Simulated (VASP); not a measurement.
# Rb in VASP: further runs

Rb is run at these levels: PBE; tasks: single point, relaxation of cell and atoms.

Program: VASP 6.6.1. These are calculated values, not measurements. Logs are shortened: lines on timing, memory, paths and dates and some standing lists are left out, and cuts for length are marked.

### 1 The cell of the first run

The structure is trigonal, space group P-3m1 (No. 164). Conventional cell: a = 4.981 Å, b = 4.981 Å, c = 8.155 Å, α = 90.00°, β = 90.00°, γ = 120.00°.

### 2 Single point, PBE

Input file INCAR:

```
SYSTEM = Rb
PREC = Accurate
ENCUT = 520
EDIFF = 1E-6
ISMEAR = 0
SIGMA = 0.1
LREAL = .FALSE.
LASPH = .TRUE.
NELM = 100
ALGO = Normal
ISIF = 2
LWAVE = .FALSE.
LCHARG = .TRUE.
GGA = PE
LELF = .TRUE.
LVHAR = .TRUE.
NBANDS = 16
```

Input file KPOINTS:

```
Automatic mesh
0
G
  3 3 2
  0 0 0
```

Input file POSCAR:

```
Rb
1.0
    4.9806484020     -0.0000000024      0.0000000000
   -2.4903241989      4.3133680446      0.0000000000
    0.0000000000      0.0000000000      8.1547697246
Rb
2
Direct
    0.6666666667      0.3333333333      0.2534483718
    0.3333333333      0.6666666667      0.7465516282
```

Potentials or basis: VASP PAW PBE potentials, release 64 (Rb_sv).

Run with:

```bash
> cat potpaw_PBE.64/Rb_sv/POTCAR > POTCAR
> mpirun -np 1 vasp_std > vasp.out
```

OUTCAR:

```text
SYSTEM = Rb
   PREC = Accurate
   ENCUT = 520
   EDIFF = 1E-6
   ISMEAR = 0
   LREAL = .FALSE.
   LASPH = .TRUE.
   NELM = 100
   ISIF = 2
   GGA = PE

 ion  position               nearest neighbor table
   1  0.667  0.333  0.253-   2 4.94   2 4.94   2 4.94   2 5.04   2 5.04   2 5.04
   2  0.333  0.667  0.747-   1 4.94   1 4.94   1 4.94   1 5.04   1 5.04   1 5.04

  LATTYP: Found a hexagonal cell.
 ALAT       =     4.9806484020
 C/A-ratio  =     1.6372907835

  Lattice vectors:

 A1 = (   4.9806484020,  -0.0000000024,   0.0000000000)
 A2 = (  -2.4903241989,   4.3133680446,   0.0000000000)
 A3 = (   0.0000000000,   0.0000000000,   8.1547697246)

Analysis of symmetry for initial positions (statically):
=====================================================================
 Subroutine PRICEL returns:
 Original cell was already a primitive cell.

 Routine SETGRP: Setting up the symmetry group for a
 hexagonal supercell.

 Subroutine GETGRP returns: Found 12 space group operations
 (whereof 12 operations were pure point group operations)
 out of a pool of 24 trial point group operations.

The static configuration has the point symmetry D_3d.

Analysis of symmetry for dynamics (positions and initial velocities):
=====================================================================
 Subroutine PRICEL returns:
 Original cell was already a primitive cell.

 Routine SETGRP: Setting up the symmetry group for a
 hexagonal supercell.

 Subroutine GETGRP returns: Found 12 space group operations
 (whereof 12 operations were pure point group operations)
 out of a pool of 24 trial point group operations.

The dynamic configuration has the point symmetry D_3d.

 Subroutine INISYM returns: Found 12 space group operations
 (whereof 12 operations are pure point group operations),
 and found     1 'primitive' translations

----------------------------------------------------------------------------------------

                                     Primitive cell

  volume of cell :     175.1919

  direct lattice vectors                    reciprocal lattice vectors
     4.980648402 -0.000000002  0.000000000     0.200777071  0.115918696  0.000000000
    -2.490324199  4.313368045  0.000000000     0.000000000  0.231837392  0.000000000
     0.000000000  0.000000000  8.154769725     0.000000000  0.000000000  0.122627620

  length of vectors
     4.980648402  4.980648402  8.154769725     0.231837392  0.231837392  0.122627620

  position of ions in fractional coordinates (direct lattice)
     0.666666667  0.333333333  0.253448372
[... 60 lines left out ...]
   LREAL  =      F    real-space projection
   EDIFFG = 0.1E-04   stopping-criterion for IOM
   NSW    =      0    number of steps for IOM
   IBRION =     -1    ionic relax: 0-MD 1-quasi-New 2-CG
   NFREE  =      0    steps in history (QN), initial steepest desc. (CG)
   ISIF   =      2    stress and relaxation
   ISYM   =      2    0-nonsym 1-usesym 2-fastsym
   POTIM  = 0.5000    time-step for ionic-motion
   TEBEG  =    0.0;   TEEND  =   0.0 temperature during run
   PSTRESS=    0.0 pullay stress
   NELECT =      18.0000    total number of electrons
   NUPDOWN=      -1.0000    fix difference up-down
   EMIN   =  10.00;   EMAX   =-10.00  energy-range for DOS
   EFERMI =   0.00;   METHOD = LEGACY
   ISMEAR =     0;   SIGMA  =   0.10  broadening in eV -4-tet -1-fermi 0-gaus
   EFERMI_NEDOS =   21; number of points for ismear=-14 and -15
   IALGO  =     38    algorithm
   IMIX   =      4    mixing-type and parameters
     AMIX     =   0.40;   BMIX     =  1.00
     AMIX_MAG =   1.60;   BMIX_MAG =  1.00
  volume/ion in A,a.u.               =      87.60       591.13
  Fermi-wavevector in a.u.,A,eV,Ry     =   0.766763  1.448971  7.999205  0.587925
  Thomas-Fermi vector in A             =   1.867172
   LORBIT       =      0    0 simple, 1 ext, 2 COOP (PROOUT), +10 PAW based schemes
   GGA     = PE    functional components
   LHFCALC =     F    Hartree Fock is set to
   AEXX    =    0.0000 exact exchange contribution
   IVDW    =     0    specifies the selected vdW correction
   LEPSILON=     F    determine dielectric tensor
   LRPA    =     F    only Hartree local field effects (RPA)
 non-spin polarized calculation
 Gauss-broadening in eV      SIGMA  =   0.10
  energy-cutoff  :      520.00
  volume of cell :      175.19
 maximum number of plane-waves:      4735
 NGX is ok and might be reduce to    40

 number of electron      18.0000000 magnetization

 Free energy of the ion-electron system (eV)
  ---------------------------------------------------
  ext. energy  EPLUGINS =         0.00000000
  ---------------------------------------------------
  free energy    TOTEN  =        -1.92901176 eV

  energy without entropy =       -1.89920818  energy(sigma->0) =       -1.91410997

 E-fermi :  -0.2155     XC(G=0):  -5.5579

 val. band max:       -0.2561706652   @ k =   0.3333   0.0000   0.5000
 cond. band min:       0.2224805458   @ k =   0.0000   0.0000   0.0000
 fundamental gap:      0.4786512110
 Fermi energy:        -0.2154757233

 k-point     1 :       0.0000    0.0000    0.0000
  band No.  band energies     occupation
      1     -28.7800      2.00000
      2     -28.7754      2.00000
      3     -12.9245      2.00000
      4     -12.8355      2.00000
      5     -12.8355      2.00000
      6     -12.8209      2.00000
[... 91 lines left out ...]
      3     -12.9055      2.00000
      4     -12.9055      2.00000
      5     -12.8874      2.00000
      6     -12.8839      2.00000
[... 8 lines left out ...]
     15       3.9029      0.00000
     16       3.9889      0.00000

------------------------ aborting loop because EDIFF is reached ----------------------------------------

  FORCE on cell =-STRESS in cart. coord.  units (eV):
  Direction    XX          YY          ZZ          XY          YZ          ZX
  --------------------------------------------------------------------------------------
  -------------------------------------------------------------------------------------
  Total        0.1310340      0.1310340     -0.0079447      0.0000000      0.0000000     -0.0000000
  in kB        1.1983412      1.1983412     -0.0726569      0.0000000      0.0000000     -0.0000000
  external PRESSURE =       0.7746752 kB  Pullay stress =       0.0000000 kB

 VOLUME and BASIS-vectors are now :
 -----------------------------------------------------------------------------
  energy-cutoff  :      520.00
  volume of cell :      175.19
      direct lattice vectors                 reciprocal lattice vectors
     4.980648402 -0.000000002  0.000000000     0.200777071  0.115918696  0.000000000
    -2.490324199  4.313368045  0.000000000     0.000000000  0.231837392  0.000000000
     0.000000000  0.000000000  8.154769725     0.000000000  0.000000000  0.122627620

 POSITION                                       TOTAL-FORCE (eV/Angst)
 -----------------------------------------------------------------------------------
      2.49032      1.43779      2.06681         0.000000     -0.000000     -0.013584
      0.00000      2.87558      6.08796        -0.000000      0.000000      0.013584
 -----------------------------------------------------------------------------------
    total drift:                                0.000000     -0.000000     -0.000000

  FREE ENERGIE OF THE ION-ELECTRON SYSTEM (eV)
  ---------------------------------------------------
  free  energy   TOTEN  =        -1.9290117598 eV

  energy  without entropy=       -1.8992081785  energy(sigma->0) =       -1.91410997
```

It took 13 s on 1 thread of Intel Xeon 6975P-C (Granite Rapids), shared host; peak memory 0.28 GiB.

Results:

| Item | Value |
| --- | --- |
| Free energy | -1.9290 eV |
| Pressure | 0.1 GPa |
| Largest force | 0.014 eV/Å |
| Band gap on the k mesh | zero (band 9 reaches 1.15 eV, above the bottom of band 10 at -1.22 eV) |

Forces on the atoms (eV/Å):
```
Rb   0.000  0.000 -0.014
Rb   0.000  0.000  0.014
```

Caveat: the k points lie up to 0.49 Å⁻¹ apart.

### 3 Single point, PBE

Input file INCAR:

```
  ALGO = Normal
  EDIFF = 1E-7
  ENCUT = 520
  GGA = PE
  ISIF = 2
  ISMEAR = 0
  LASPH = True
  LCHARG = False
  LREAL = False
  LWAVE = False
  NBANDS = 16
  NELM = 60
  PREC = Accurate
  SIGMA = 0.1
```

Input file KPOINTS:

```
k-points
0
Gamma
  6 6 2
```

Input file POSCAR:

```
Rb
1.0
    4.9806484020      0.0000000000      0.0000000000
   -2.4903242010      4.3133680434      0.0000000000
    0.0000000000      0.0000000000      8.1547697246
Rb
2
Direct
    0.6666666667      0.3333333333      0.2534483718
    0.3333333333      0.6666666667      0.7465516282
```

Potentials or basis: VASP PAW PBE potentials, release 64 (Rb_sv).

Run with:

```bash
> cat potpaw_PBE.64/Rb_sv/POTCAR > POTCAR
> mpirun -np 1 vasp_std > vasp.out
```

Wall time 33 s (1 thread of Intel Xeon 6975P-C (Granite Rapids), shared host); peak memory 0.29 GiB.

Results (log left out):

- Free energy: -1.9095 eV
- Pressure: 0.1 GPa
- Largest force: 0.025 eV/Å
- Band gap on the k mesh: zero (band 9 reaches 1.14 eV, above the bottom of band 10 at -1.21 eV)

Forces on the atoms (eV/Å):
```
Rb   0.000  0.000 -0.025
Rb   0.000  0.000  0.025
```

Stress tensor (GPa, compression positive):
```
 0.21  0.00  0.00
 0.00  0.21  0.00
 0.00  0.00 -0.09
```

Levels at points of the mesh, in eV from the Fermi level:
```csv
k point,band 5,band 6,band 7,band 8,band 9,band 10,band 11,band 12,band 13,band 14
"(0.00, 0.00, 0.00)",-13.03,-13.02,-13.02,-13.01,-2.12,0.02,0.57,3.41,3.41,3.47
"(0.50, 0.00, 0.00)",-13.07,-13.05,-13.04,-13.03,-0.06,0.22,1.19,1.45,1.99,2.42
"(0.00, 0.00, 0.50)",-13.02,-13.02,-13.02,-13.02,-1.45,-1.41,2.18,2.27,3.44,3.44
"(0.50, 0.00, 0.50)",-13.04,-13.04,-13.04,-13.04,0.30,0.30,0.84,0.84,2.40,2.46
```

Caveat: the k points lie up to 0.39 Å⁻¹ apart.

### 4 Single point, PBE

This run uses another cell than the first one: it holds 4 atoms, not 2.

Input file INCAR:

```
PREC     = Accurate       # precision mode
ENCUT    = 520            # plane-wave cutoff, eV
EDIFF    = 1E-6           # SCF threshold, eV
ISMEAR   = 0              # smearing method
SIGMA    = 0.2            # smearing width, eV
LREAL    = False          # projectors in reciprocal space
LASPH    = True           # aspherical terms in the spheres
NELM     = 60             # most SCF steps
ALGO     = Fast           # electronic algorithm
ISIF     = 2              # what is computed and relaxed
LWAVE    = False          # write WAVECAR
LCHARG   = False          # write CHGCAR
GGA      = PE             # functional
NBANDS   = 26             # bands
```

Input file KPOINTS:

```
Automatic mesh
0
Gamma
  6 6 2
```

Input file POSCAR:

```
Rb
1.0
    5.0646090873      0.0000000000      0.0000000000
   -2.5323045437      4.3860801299      0.0000000000
    0.0000000000      0.0000000000     16.4540989461
Rb
4
Direct
    0.6666666667      0.3333333333      0.1249890436
    0.6666666667      0.3333333333      0.6249890436
    0.3333333333      0.6666666667      0.3750109564
    0.3333333333      0.6666666667      0.8750109564
```

Run with:

```bash
> cat potpaw_PBE.64/Rb_sv/POTCAR > POTCAR
> mpirun -np 1 vasp_std > vasp.out
```

Wall time 91 s (1 thread of Intel Xeon 6975P-C (Granite Rapids), shared host); peak memory 0.48 GiB.

The run converged. Its results:

```
Free energy            : -3.7781 eV
Pressure               : 0.0 GPa
Band gap on the k mesh : zero (band 18 reaches 0.83 eV, above the bottom of band 19 at -1.29 eV)
```

Stress tensor (GPa, compression positive):
```
 0.03  0.00  0.00
 0.00  0.03  0.00
 0.00  0.00 -0.04
```

Levels at points of the mesh, in eV from the Fermi level:
```
           k point  band 14  band 15  band 16  band 17  band 18  band 19  band 20  band 21  band 22  band 23
(0.00, 0.00, 0.00)   -12.93   -12.93   -12.93    -1.96    -1.29    -1.29     0.15     0.68     2.34     2.34
(0.50, 0.00, 0.00)   -12.96   -12.95   -12.95     0.04     0.31     0.41     0.41     0.91     0.91     1.32
(0.00, 0.00, 0.50)   -12.94   -12.94   -12.94    -1.79    -1.79    -0.54    -0.54     1.41     1.41     3.18
(0.50, 0.00, 0.50)   -12.95   -12.95   -12.95     0.16     0.16     0.37     0.37     1.10     1.10     1.28
```

### 5 Relaxation of cell and atoms, PBE

Input file INCAR:

```
SYSTEM = Rb
ALGO = Fast
EDIFF = 1E-7
EDIFFG = -0.04
ENCUT = 600
GGA = PE
IBRION = 2
ISIF = 3
ISMEAR = 0
LASPH = .True.
LCHARG = .False.
LREAL = .False.
LWAVE = .False.
NELM = 60
NSW = 90
PREC = Accurate
SIGMA = 0.1
```

Input file KPOINTS:

```
k-points
0
Gamma
  6 6 2
  0 0 0
```

Input file POSCAR:

```
Rb
1.0
    4.9806484020      0.0000000000      0.0000000000
   -2.4903242010      4.3133680434      0.0000000000
    0.0000000000      0.0000000000      8.1547697246
Rb
2
Direct
    0.6666666667      0.3333333333      0.2534483718
    0.3333333333      0.6666666667      0.7465516282
```

Run with:

```bash
> cat potpaw_PBE.64/Rb_sv/POTCAR > POTCAR
> mpirun -np 1 vasp_std > vasp.out
```

It took 2.1 min on 1 thread of Intel Xeon 6975P-C (Granite Rapids), shared host; peak memory 0.34 GiB.

It converged, with:

```yaml
Free_energy: -1.9186 eV
Relaxed_volume: 91.97 Å³/atom
Relaxed_cell: a = 5.151 Å, b = 5.151 Å, c = 8.005 Å, α = 90.00°, β = 90.00°, γ = 120.00°
Space_group_after_relaxing_to_0.05_Å: P-3m1 (No. 164)
Energy_gained_by_relaxing: 4.5 meV/atom
Ionic_steps: 6
Pressure_after_relaxing: 0.0 GPa
Largest_force_after_relaxing: 0.017 eV/Å
Band_gap_on_the_k_mesh: zero (band 9 reaches 1.01 eV, above the bottom of band 10 at -1.25 eV)
```

Forces in eV/Å, atoms in the order of the input:
```
Rb   0.000  0.000 -0.017
Rb   0.000  0.000  0.017
```

Step by step:
| step | energy change (eV) | largest force (eV/Å) | pressure (GPa) | volume (Å³) |
| --- | --- | --- | --- | --- |
| 1 | 0.0000 | 0.0252 | 0.11 | 175.19 |
| 2 | -0.0027 | 0.0241 | 0.09 | 176.78 |
| 3 | -0.0078 | 0.0205 | 0.01 | 181.57 |
| 4 | -0.0051 | 0.0136 | -0.12 | 191.19 |
| 5 | -0.0087 | 0.0180 | -0.04 | 184.83 |
| 6 | -0.0091 | 0.0171 | -0.03 | 183.93 |

Final structure:
```cif
data_structure
_symmetry_space_group_name_H-M 'P 1'
_symmetry_Int_Tables_number 1
_cell_length_a 5.1508
_cell_length_b 5.1508
_cell_length_c 8.0054
_cell_angle_alpha 90.000
_cell_angle_beta 90.000
_cell_angle_gamma 120.000
_cell_volume 183.93
loop_
_atom_site_label
_atom_site_type_symbol
_atom_site_fract_x
_atom_site_fract_y
_atom_site_fract_z
_atom_site_occupancy
Rb1 Rb 0.66667 0.33333 0.25231 1
Rb2 Rb 0.33333 0.66667 0.74769 1
```

Levels at points of the mesh, in eV from the Fermi level:
```tsv
k point	band 5	band 6	band 7	band 8	band 9	band 10	band 11	band 12	band 13
(0.00, 0.00, 0.00)	-13.04	-13.03	-13.03	-13.02	-2.04	0.18	0.72	3.29	3.29
(0.50, 0.00, 0.00)	-13.08	-13.06	-13.05	-13.04	-0.10	0.17	1.28	1.46	2.05
(0.00, 0.00, 0.50)	-13.03	-13.03	-13.03	-13.03	-1.34	-1.31	2.38	2.44	3.31
(0.50, 0.00, 0.50)	-13.05	-13.05	-13.04	-13.04	0.32	0.32	0.79	0.79	2.47
```

Caveat: the k points lie up to 0.39 Å⁻¹ apart in the final cell.

### 6 Single point, PBE (volume scaled by 0.88, then relaxed in part)

Input file INCAR:

```
SYSTEM = Rb
  ALGO = Fast
  EDIFF = 1E-7
  ENCUT = 520
  GGA = PE
  ISIF = 2
  ISMEAR = 0
  LASPH = .True.
  LCHARG = .False.
  LREAL = .False.
  LWAVE = .False.
  NBANDS = 16
  NELM = 80
  PREC = Accurate
  SIGMA = 0.1
```

Input file KPOINTS:

```
k-points
0
Gamma
  12 12 8
  0 0 0
```

Input file POSCAR:

```
Rb
1.0
    4.8533337099      0.0000000000      0.0000000000
   -2.4266668549      4.2031102858      0.0000000000
    0.0000000000      0.0000000000      7.8838496421
Rb
2
Direct
    0.6666666667      0.3333333333      0.2499780873
    0.3333333333      0.6666666667      0.7500219127
```

Potentials or basis: VASP PAW PBE potentials, release 64 (Rb_sv).

Run with:

```bash
> cat potpaw_PBE.64/Rb_sv/POTCAR > POTCAR
> mpirun -np 1 vasp_std > vasp.out
```

It took 2.6 min on 1 thread of Intel Xeon 6975P-C (Granite Rapids), shared host; peak memory 0.44 GiB.

It converged, with:

```yaml
Free_energy: -1.8522 eV
Pressure: 0.4 GPa
Band_gap_on_the_k_mesh: zero (band 9 reaches 1.37 eV, above the bottom of band 10 at -1.08 eV)
```

Levels at points of the mesh, in eV from the Fermi level:
```tsv
k point	band 7	band 8	band 9	band 10	band 11	band 12
(0.00, 0.00, 0.00)	-12.87	-12.87	-2.14	0.12	0.76	3.56
(0.50, 0.00, 0.00)	-12.90	-12.89	0.04	0.34	1.26	1.54
(0.00, 0.00, 0.50)	-12.88	-12.88	-1.39	-1.39	2.40	2.40
(0.50, 0.00, 0.50)	-12.90	-12.90	0.38	0.38	1.01	1.01
```

Caveat: the cell differs from its parent crystal (volume scaled by 0.88, then relaxed in part).

### 7 Overview

| task | cell | k mesh | cutoff (eV) | smearing | gap on the mesh (eV) | pressure (GPa) | largest force (eV/Å) |
| --- | --- | --- | --- | --- | --- | --- | --- |
| single point | a = 4.981, b = 4.981, c = 8.155 Å, angles 90.0, 90.0, 120.0°, 2 atoms | 3 × 3 × 2 | 520 | gaussian 0.1 eV | none | 0.1 | 0.01 |
| single point | a = 4.981, b = 4.981, c = 8.155 Å, angles 90.0, 90.0, 120.0°, 2 atoms | 6 × 6 × 2 | 520 | gaussian 0.1 eV | none | 0.1 | 0.03 |
| single point | a = 5.065, b = 5.065, c = 16.454 Å, angles 90.0, 90.0, 120.0°, 4 atoms | 6 × 6 × 2 | 520 | gaussian 0.2 eV | none | 0.0 | - |
| relaxation of cell and atoms | relaxed from a = 4.981, b = 4.981, c = 8.155 Å, angles 90.0, 90.0, 120.0°, 2 atoms | 6 × 6 × 2 | 600 | gaussian 0.1 eV | none | 0.0 | 0.02 |
| single point | a = 4.853, b = 4.853, c = 7.884 Å, angles 90.0, 90.0, 120.0°, 2 atoms | 12 × 12 × 8 | 520 | gaussian 0.1 eV | none | 0.4 | - |

Alike in all rows: level PBE; potentials or basis VASP PAW PBE potentials, release 64 (Rb_sv); no spin polarisation.

Caveats: some runs use coarse meshes.

Absolute energies hang on the potentials; compare differences alone.
